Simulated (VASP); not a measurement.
Here is a VASP 6.6.1 calculation.

File INCAR:

```
PREC = Accurate
ENCUT = 520
EDIFF = 1E-7
ISMEAR = 0
SIGMA = 0.05
LREAL = F
LASPH = T
NELM = 60
ALGO = Normal
ISIF = 2
LWAVE = F
LCHARG = T
GGA = PE
LELF = T
LVHAR = T
NBANDS = 46
```

The input KPOINTS:

```
Automatic mesh
0
Gamma
  6 6 6
```

The input POSCAR:

```
ZnS
1.0
    5.4431279680      0.0000000000      0.0000000000
    0.0000000000     -5.4431279680      0.0000000000
    0.0000000000      0.0000000000     -5.4431279680
Zn S
4 4
Direct
   -0.0194862252     -0.0194862252      0.0000000000
    0.5000000000      0.5000000000      0.0000000000
    0.5000000000      0.0000000000      0.5000000000
    0.0000000000      0.5000000000      0.5000000000
    0.7500000000      0.7500000000      0.7500000000
    0.2500000000      0.2500000000      0.7500000000
    0.2500000000      0.7500000000      0.2500000000
    0.7500000000      0.2500000000      0.2500000000
```

Potentials or basis: VASP PAW PBE potentials, release 64 (Zn, S).

Command:

```sh
$ cat potpaw_PBE.64/Zn/POTCAR potpaw_PBE.64/S/POTCAR > POTCAR
$ mpirun -np 1 vasp_std > vasp.out
```

Q: Predict the largest force.

A: 1.008 eV/Å.

Q: Predict the pressure.

A: 0.4 GPa.

Forces in eV/Å, atoms in the order of the input:
```
Zn   0.692 -0.692 -0.242
Zn  -0.126  0.126  0.004
Zn  -0.125 -0.155 -0.002
Zn   0.155  0.125 -0.002
S   -0.369  0.369  0.380
S   -0.193  0.193 -0.168
S   -0.033  0.001  0.015
S   -0.001  0.033  0.015
```

Caveat: the cell differs from its parent crystal (atom 1 (Zn) moved -0.150 Å along Cartesian [1 -1 0]); forces of over 1 eV/Å act on the atoms, so gaps and moduli don't describe the material at rest.
